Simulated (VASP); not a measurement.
# Na2AgSbF6 (Fm-3m) in VASP: notebook

The runs below take Na2AgSbF6 through single point, relaxation of cell and atoms, with PBE.

Program: VASP 6.6.1. These are calculated values, not measurements. Logs are shortened: lines on timing, memory, paths and dates and some standing lists are left out, and cuts for length are marked.

## 1. The cell of the first run

It takes space group Fm-3m (No. 225, cubic). Conventional cell: a = 9.333 Å, b = 9.333 Å, c = 9.333 Å, α = 90.00°, β = 90.00°, γ = 90.00°. Na (site symmetry -43m) has 12 F at 3.30 Å and 4 Ag at 4.04 Å and 4 Sb at 4.04 Å within 4.3 Å. Within 3.3 Å of Ag (site symmetry m-3m) lie 6 F at 2.46 Å. Sb (site symmetry m-3m) has 6 F at 2.20 Å within 2.9 Å. F (site symmetry 4mm) has 1 Sb at 2.20 Å and 1 Ag at 2.46 Å within 2.9 Å.

## 2. Single point, PBE

INCAR

```
SYSTEM = Na2AgSbF6
PREC = Accurate ; ENCUT = 600
EDIFF = 1E-6 ; ISMEAR = 0
SIGMA = 0.01 ; LREAL = .False.
LASPH = .True. ; NELM = 120
ALGO = Normal ; ISIF = 2
LWAVE = .False. ; LCHARG = .True.
GGA = PE ; LELF = .True.
LVHAR = .True. ; NBANDS = 47
GGA_COMPAT = .False.
```

KPOINTS

```
regular mesh
0
Gamma
  3 3 3
  0 0 0
```

POSCAR

```
Na2AgSbF6
1.0
    0.0000000000      4.6665556254      4.6665556254
    4.6665556254      0.0000000000      4.6665556254
    4.6665556254      4.6665556254      0.0000000000
Na Ag Sb F
2 1 1 6
Direct
    0.7500000000      0.7500000000      0.7500000000
    0.2500000000      0.2500000000      0.2500000000
    0.5000000000      0.5000000000      0.5000000000
    0.0000000000      0.0000000000      0.0000000000
    0.7640354832      0.2359645168      0.2359645168
    0.2359645168      0.2359645168      0.7640354832
    0.7640354832      0.7640354832      0.2359645168
    0.2359645168      0.7640354832      0.2359645168
    0.7640354832      0.2359645168      0.7640354832
    0.2359645168      0.7640354832      0.7640354832
```

Potentials or basis: VASP PAW PBE potentials, release 64 (Na_pv, Ag, Sb, F).

Started as:

```console
cat potpaw_PBE.64/Na_pv/POTCAR potpaw_PBE.64/Ag/POTCAR potpaw_PBE.64/Sb/POTCAR potpaw_PBE.64/F/POTCAR > POTCAR
mpirun -np 1 vasp_std > vasp.out
```

OUTCAR:

```text
SYSTEM = Na2AgSbF6
   PREC = Accurate
   ENCUT = 600
   EDIFF = 1E-6
   ISMEAR = 0
   LREAL = .False.
   LASPH = .True.
   NELM = 120
   ISIF = 2
   GGA = PE

 ion  position               nearest neighbor table
   1  0.750  0.750  0.750-
   2  0.250  0.250  0.250-
   3  0.500  0.500  0.500-   5 2.46   6 2.46   7 2.46   8 2.46   9 2.46  10 2.46
   4  0.000  0.000  0.000-   5 2.20   6 2.20   7 2.20   8 2.20   9 2.20  10 2.20
   5  0.764  0.236  0.236-   4 2.20   3 2.46
   6  0.236  0.236  0.764-   4 2.20   3 2.46
   7  0.764  0.764  0.236-   4 2.20   3 2.46
   8  0.236  0.764  0.236-   4 2.20   3 2.46
   9  0.764  0.236  0.764-   4 2.20   3 2.46
  10  0.236  0.764  0.764-   4 2.20   3 2.46

  LATTYP: Found a face centered cubic cell.
 ALAT       =     9.3331112508

  Lattice vectors:

 A1 = (   0.0000000000,   4.6665556254,   4.6665556254)
 A2 = (   4.6665556254,   0.0000000000,   4.6665556254)
 A3 = (   4.6665556254,   4.6665556254,   0.0000000000)

Analysis of symmetry for initial positions (statically):
=====================================================================
 Subroutine PRICEL returns:
 Original cell was already a primitive cell.

 Routine SETGRP: Setting up the symmetry group for a
 face centered cubic supercell.

 Subroutine GETGRP returns: Found 48 space group operations
 (whereof 48 operations were pure point group operations)
 out of a pool of 48 trial point group operations.

The static configuration has the point symmetry O_h .

Analysis of symmetry for dynamics (positions and initial velocities):
=====================================================================
 Subroutine PRICEL returns:
 Original cell was already a primitive cell.

 Routine SETGRP: Setting up the symmetry group for a
 face centered cubic supercell.

 Subroutine GETGRP returns: Found 48 space group operations
 (whereof 48 operations were pure point group operations)
 out of a pool of 48 trial point group operations.

The dynamic configuration has the point symmetry O_h .

 Subroutine INISYM returns: Found 48 space group operations
 (whereof 48 operations are pure point group operations),
 and found     1 'primitive' translations

----------------------------------------------------------------------------------------

                                     Primitive cell

  volume of cell :     203.2448

  direct lattice vectors                    reciprocal lattice vectors
     0.000000000  4.666555625  4.666555625    -0.107145407  0.107145407  0.107145407
     4.666555625  0.000000000  4.666555625     0.107145407 -0.107145407  0.107145407
     4.666555625  4.666555625  0.000000000     0.107145407  0.107145407 -0.107145407

  length of vectors
     6.599506255  6.599506255  6.599506255     0.185581288  0.185581288  0.185581288

  position of ions in fractional coordinates (direct lattice)
     0.750000000  0.750000000  0.750000000
     0.250000000  0.250000000  0.250000000
     0.500000000  0.500000000  0.500000000
     0.000000000  0.000000000  0.000000000
     0.764035483  0.235964517  0.235964517
     0.235964517  0.235964517  0.764035483
     0.764035483  0.764035483  0.235964517
     0.235964517  0.764035483  0.235964517
     0.764035483  0.235964517  0.764035483
     0.235964517  0.764035483  0.764035483

  ion indices of the primitive-cell ions
   primitive index   ion index
                 1           1
                 2           2
                 3           3
                 4           4
                 5           5
                 6           6
                 7           7
                 8           8
                 9           9
                10          10

----------------------------------------------------------------------------------------

 KPOINTS: regular mesh

Automatic generation of k-mesh.
 Grid dimensions read from file:
 generate k-points for:    3    3    3

 Generating k-lattice:

  Cartesian coordinates                     Fractional coordinates (reciprocal lattice)
    -0.035715136  0.035715136  0.035715136     0.333333333  0.000000000  0.000000000
     0.035715136 -0.035715136  0.035715136     0.000000000  0.333333333  0.000000000
     0.035715136  0.035715136 -0.035715136     0.000000000  0.000000000  0.333333333

  Length of vectors
     0.061860429  0.061860429  0.061860429

  Shift w.r.t. Gamma in fractional coordinates (k-lattice)
     0.000000000  0.000000000  0.000000000

 Subroutine IBZKPT returns following result:
 ===========================================

 Found      4 irreducible k-points:

 Following reciprocal coordinates:
            Coordinates               Weight
  0.000000  0.000000  0.000000      1.000000
  0.333333  0.000000  0.000000      8.000000
  0.333333  0.333333  0.000000      6.000000
 -0.333333  0.333333  0.000000     12.000000
   k-points           NKPTS =      4   k-points in BZ     NKDIM =      4   number of bands    NBANDS=     47
   number of dos      NEDOS =    301   number of ions     NIONS =     10
   total plane-waves  NPLWV = 157464
   dimension x,y,z NGX =    54 NGY =   54 NGZ =   54
   dimension x,y,z NGXF=   108 NGYF=  108 NGZF=  108
   ions per type =               2   1   1   6
   NGX,Y,Z   is equivalent  to a cutoff of  13.60, 13.60, 13.60 a.u.
   NGXF,Y,Z  is equivalent  to a cutoff of  27.21, 27.21, 27.21 a.u.
 SYSTEM =  Na2AgSbF6
   PREC   = accura    normal or accurate (medium, high low for compatibility)
   ISTART =      0    job   : 0-new  1-cont  2-samecut
   ICHARG =      2    charge: 1-file 2-atom 10-const
   ISPIN  =      1    spin polarized calculation?
   LNONCOLLINEAR =      F non collinear calculations
   LSORBIT =      F    spin-orbit coupling
   LASPH  =      T    aspherical Exc in radial PAW
   ENCUT  =  600.0 eV  44.10 Ry    6.64 a.u.  13.18 13.18 13.18*2*pi/ulx,y,z
   NELM   =    120;   NELMIN=  2; NELMDL= -5     # of ELM steps
   EDIFF  = 0.1E-05   stopping-criterion for ELM
   LREAL  =      F    real-space projection
   EDIFFG = 0.1E-04   stopping-criterion for IOM
   NSW    =      0    number of steps for IOM
   IBRION =     -1    ionic relax: 0-MD 1-quasi-New 2-CG
   NFREE  =      0    steps in history (QN), initial steepest desc. (CG)
   ISIF   =      2    stress and relaxation
   ISYM   =      2    0-nonsym 1-usesym 2-fastsym
   POTIM  = 0.5000    time-step for ionic-motion
   TEBEG  =    0.0;   TEEND  =   0.0 temperature during run
   PSTRESS=    0.0 pullay stress
   NELECT =      72.0000    total number of electrons
   NUPDOWN=      -1.0000    fix difference up-down
   EMIN   =  10.00;   EMAX   =-10.00  energy-range for DOS
   EFERMI =   0.00;   METHOD = LEGACY
   ISMEAR =     0;   SIGMA  =   0.01  broadening in eV -4-tet -1-fermi 0-gaus
   EFERMI_NEDOS =   21; number of points for ismear=-14 and -15
   IALGO  =     38    algorithm
   IMIX   =      4    mixing-type and parameters
     AMIX     =   0.40;   BMIX     =  1.00
     AMIX_MAG =   1.60;   BMIX_MAG =  1.00
  volume/ion in A,a.u.               =      20.32       137.16
  Fermi-wavevector in a.u.,A,eV,Ry     =   1.158366  2.188995 18.256465  1.341812
  Thomas-Fermi vector in A             =   2.294969
   LORBIT       =      0    0 simple, 1 ext, 2 COOP (PROOUT), +10 PAW based schemes
   GGA     = PE    functional components
   LHFCALC =     F    Hartree Fock is set to
   AEXX    =    0.0000 exact exchange contribution
   IVDW    =     0    specifies the selected vdW correction
   LEPSILON=     F    determine dielectric tensor
   LRPA    =     F    only Hartree local field effects (RPA)
 non-spin polarized calculation
 Gauss-broadening in eV      SIGMA  =   0.01
  energy-cutoff  :      600.00
  volume of cell :      203.24
 maximum number of plane-waves:      6855
 NGX is ok and might be reduce to    54
   NGX = 27   NGY = 27   NGZ = 27

 number of electron      71.9999962 magnetization

 Free energy of the ion-electron system (eV)
  ---------------------------------------------------
  ext. energy  EPLUGINS =         0.00000000
  ---------------------------------------------------
  free energy    TOTEN  =       -40.67482969 eV

  energy without entropy =      -40.67482969  energy(sigma->0) =      -40.67482969

 E-fermi :   0.7519     XC(G=0):  -7.6627

 val. band max:        0.6994187395   @ k =  -0.3333   0.3333   0.0000
 cond. band min:       2.9201196486   @ k =   0.3333   0.0000   0.0000
 fundamental gap:      2.2207009091
 Fermi energy:         0.7518987056

 k-point     1 :       0.0000    0.0000    0.0000
  band No.  band energies     occupation
      1     -23.9059      2.00000
      2     -23.9059      2.00000
      3     -23.9059      2.00000
      4     -23.9050      2.00000
      5     -23.9050      2.00000
      6     -23.9050      2.00000
[... 39 lines left out ...]
     46       8.6012      0.00000
     47       8.6012      0.00000

 k-point     2 :       0.3333    0.0000    0.0000
  band No.  band energies     occupation
      1     -23.9061      2.00000
      2     -23.9058      2.00000
      3     -23.9058      2.00000
      4     -23.9056      2.00000
      5     -23.9053      2.00000
      6     -23.9053      2.00000
[... 39 lines left out ...]
     46       8.2527      0.00000
     47       8.2527      0.00000

 k-point     3 :       0.3333    0.3333    0.0000
  band No.  band energies     occupation
      1     -23.9066      2.00000
      2     -23.9063      2.00000
      3     -23.9063      2.00000
      4     -23.9051      2.00000
      5     -23.9050      2.00000
      6     -23.9050      2.00000
[... 39 lines left out ...]
     46       8.9261      0.00000
     47       9.4496      0.00000

 k-point     4 :      -0.3333    0.3333    0.0000
  band No.  band energies     occupation
      1     -23.9068      2.00000
      2     -23.9063      2.00000
      3     -23.9061      2.00000
      4     -23.9053      2.00000
      5     -23.9052      2.00000
      6     -23.9049      2.00000
[... 39 lines left out ...]
     46       8.5034      0.00000
     47       8.6396      0.00000

------------------------ aborting loop because EDIFF is reached ----------------------------------------

  FORCE on cell =-STRESS in cart. coord.  units (eV):
  Direction    XX          YY          ZZ          XY          YZ          ZX
  --------------------------------------------------------------------------------------
  -------------------------------------------------------------------------------------
  Total       -3.1143009     -3.1143009     -3.1143009      0.0000000      0.0000000      0.0000000
  in kB      -24.5500181    -24.5500181    -24.5500181      0.0000000      0.0000000      0.0000000
  external PRESSURE =     -24.5500181 kB  Pullay stress =       0.0000000 kB

 VOLUME and BASIS-vectors are now :
 -----------------------------------------------------------------------------
  energy-cutoff  :      600.00
  volume of cell :      203.24
      direct lattice vectors                 reciprocal lattice vectors
     0.000000000  4.666555625  4.666555625    -0.107145407  0.107145407  0.107145407
     4.666555625  0.000000000  4.666555625     0.107145407 -0.107145407  0.107145407
     4.666555625  4.666555625  0.000000000     0.107145407  0.107145407 -0.107145407

 POSITION                                       TOTAL-FORCE (eV/Angst)
 -----------------------------------------------------------------------------------
      6.99983      6.99983      6.99983        -0.000000      0.000000     -0.000000
      2.33328      2.33328      2.33328         0.000000      0.000000     -0.000000
      4.66656      4.66656      4.66656        -0.000000      0.000000     -0.000000
      0.00000      0.00000      0.00000         0.000000      0.000000     -0.000000
      2.20228      4.66656      4.66656        -0.063653      0.000000     -0.000000
      4.66656      4.66656      2.20228         0.000000      0.000000     -0.063653
      4.66656      4.66656      7.13083         0.000000      0.000000      0.063653
      4.66656      2.20228      4.66656         0.000000     -0.063653     -0.000000
      4.66656      7.13083      4.66656         0.000000      0.063653     -0.000000
      7.13083      4.66656      4.66656         0.063653      0.000000     -0.000000
 -----------------------------------------------------------------------------------
    total drift:                               -0.000000     -0.000000      0.000000

  FREE ENERGIE OF THE ION-ELECTRON SYSTEM (eV)
  ---------------------------------------------------
  free  energy   TOTEN  =       -40.6748296866 eV

  energy  without entropy=      -40.6748296866  energy(sigma->0) =      -40.67482969
```

It took 60 s on 1 thread of AMD EPYC 9R45 (Zen 5), shared host; peak memory 0.35 GiB.

Results:

```yaml
Free_energy: -40.6748 eV
Pressure: -2.5 GPa
Largest_force: 0.064 eV/Å
Band_gap_on_the_k_mesh: 2.22 eV (least direct gap 2.62 eV)
```

Forces in eV/Å, atoms in the order of the input:
```
Na   0.000  0.000  0.000
Na   0.000  0.000  0.000
Ag   0.000  0.000  0.000
Sb   0.000  0.000  0.000
F   -0.064  0.000  0.000
F    0.000  0.000 -0.064
F    0.000  0.000  0.064
F    0.000 -0.064  0.000
F    0.000  0.064  0.000
F    0.064  0.000  0.000
```

Levels at points of the mesh, in eV from the valence-band top:
```csv
k point,band 34,band 35,band 36,band 37,band 38,band 39
"(0.00, 0.00, 0.00)",-1.50,-0.78,-0.78,2.41,4.06,4.06
```

Caveat: spin-orbit coupling is left out, which moves the levels of the heavy elements; an odd mesh through Γ misses points on the zone boundary, where band edges can lie.

## 3. Relaxation of cell and atoms, PBE, target pressure -2 GPa, at which the enthalpy is minimised

This run uses another cell than the first one, of 19.11 Å³/atom.

INCAR

```
PREC     = Accurate       # precision mode
ENCUT    = 600            # plane-wave cutoff, eV
EDIFF    = 1E-7           # SCF threshold, eV
ISMEAR   = 0              # smearing method
SIGMA    = 0.01           # smearing width, eV
LREAL    = False          # projectors in reciprocal space
LASPH    = True           # aspherical terms in the spheres
NELM     = 120            # most SCF steps
ALGO     = Normal         # electronic algorithm
ISIF     = 3              # what is computed and relaxed
LWAVE    = False          # write WAVECAR
LCHARG   = False          # write CHGCAR
GGA      = PE             # functional
IBRION   = 2              # ionic algorithm
NSW      = 80             # ionic steps
EDIFFG   = -0.05          # ionic threshold
PSTRESS  = -20.0        
GGA_COMPAT= False        
NELMIN   = 4
```

KPOINTS

```
Automatic mesh
0
Gamma
  3 3 3
```

POSCAR

```
Na2AgSbF6
1.0
    0.0000000000      4.5713140000      4.5713140000
    4.5713140000      0.0000000000      4.5713140000
    4.5713140000      4.5713140000      0.0000000000
Na Ag Sb F
2 1 1 6
Direct
    0.7500000000      0.7500000000      0.7500000000
    0.2500000000      0.2500000000      0.2500000000
    0.5000000000      0.5000000000      0.5000000000
    0.0000000000      0.0000000000      0.0000000000
    0.7621550000      0.2378450000      0.2378450000
    0.2378450000      0.2378450000      0.7621550000
    0.7621550000      0.7621550000      0.2378450000
    0.2378450000      0.7621550000      0.2378450000
    0.7621550000      0.2378450000      0.7621550000
    0.2378450000      0.7621550000      0.7621550000
```

Potentials or basis: VASP PAW PBE potentials, release 64 (Na_pv, Ag, Sb, F).

Started as:

```console
cat potpaw_PBE.64/Na_pv/POTCAR potpaw_PBE.64/Ag/POTCAR potpaw_PBE.64/Sb/POTCAR potpaw_PBE.64/F/POTCAR > POTCAR
mpirun -np 1 vasp_std > vasp.out
```

Wall time 3.1 min (1 thread of AMD EPYC 9R45 (Zen 5), shared host); peak memory 0.41 GiB.

The run converged. Its results:

```
Free energy                                                : -40.6897 eV
Relaxed volume                                             : 20.09 Å³/atom
Relaxed cell                                               : a = 6.574 Å, b = 6.574 Å, c = 6.574 Å, α = 60.00°, β = 60.00°, γ = 60.00°
Space group after relaxing (to 0.1 Å)                      : Fm-3m (No. 225)
Energy change on relaxing (the run minimises the enthalpy) : +7.3 meV/atom
Ionic steps                                                : 5
Pressure after relaxing                                    : -2.0 GPa
Band gap on the k mesh                                     : 2.19 eV (least direct gap 2.60 eV)
```

The path:
```tsv
step	energy change (eV)	largest force (eV/Å)	pressure (GPa)	volume (Å³)
1	0.0000	0.0179	-0.31	191.05
2	0.0342	0.1313	-1.59	196.70
3	0.0556	0.1785	-1.97	198.60
4	0.0614	0.0924	-1.97	199.66
5	0.0732	0.0016	-1.96	200.85
```

Final structure:
```yaml
crystal:
  lattice:
    - [0.00000, 4.64818, 4.64818]
    - [4.64818, 0.00000, 4.64818]
    - [4.64818, 4.64818, 0.00000]
  atoms:
    - { symbol: Na, position: [0.75000, 0.75000, 0.75000] }
    - { symbol: Na, position: [0.25000, 0.25000, 0.25000] }
    - { symbol: Ag, position: [0.50000, 0.50000, 0.50000] }
    - { symbol: Sb, position: [0.00000, 0.00000, 0.00000] }
    - { symbol: F, position: [0.76409, 0.23591, 0.23591] }
    - { symbol: F, position: [0.23591, 0.23591, 0.76409] }
    - { symbol: F, position: [0.76409, 0.76409, 0.23591] }
    - { symbol: F, position: [0.23591, 0.76409, 0.23591] }
    - { symbol: F, position: [0.76409, 0.23591, 0.76409] }
    - { symbol: F, position: [0.23591, 0.76409, 0.76409] }
```

Levels at points of the mesh, in eV from the valence-band top:
| k point | band 33 | band 34 | band 35 | band 36 | band 37 | band 38 | band 39 | band 40 |
| --- | --- | --- | --- | --- | --- | --- | --- | --- |
| (0.00, 0.00, 0.00) | -1.54 | -1.54 | -0.81 | -0.81 | 2.38 | 4.07 | 4.07 | 4.07 |

Caveat: the cell is relaxed towards a set pressure, so the run minimises the enthalpy, not the energy; spin-orbit coupling is left out, which moves the levels of the heavy elements; an odd mesh through Γ misses points on the zone boundary, where band edges can lie.
